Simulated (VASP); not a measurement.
Input of a VASP 6.6.1 run:

The input INCAR:

```
SYSTEM = Cs
  PREC = Accurate
  ENCUT = 520
  EDIFF = 1E-7
  ISMEAR = -1
  SIGMA = 0.0586
  LREAL = .False.
  LASPH = .True.
  NELM = 100
  ALGO = Normal
  ISIF = 2
  LWAVE = .False.
  LCHARG = .False.
  GGA = PE
  NBANDS = 10
```

KPOINTS

```
regular mesh
0
Gamma
  4 4 4
  0 0 0
```

The input POSCAR:

```
Cs
1.0
   -3.0951099618      3.0951099618      3.0951099618
    3.0951099618     -3.0951099618      3.0951099618
    3.0951099618      3.0951099618     -3.0951099618
Cs
1
Direct
    0.0000000000      0.0000000000      0.0000000000
```

Potentials or basis: VASP PAW PBE potentials, release 64 (Cs_sv).

The run is started by

```sh
$ cat potpaw_PBE.64/Cs_sv/POTCAR > POTCAR
$ mpirun -np 1 vasp_std > vasp.out
```

Question: Predict the pressure.

Answer: 0.0 GPa.
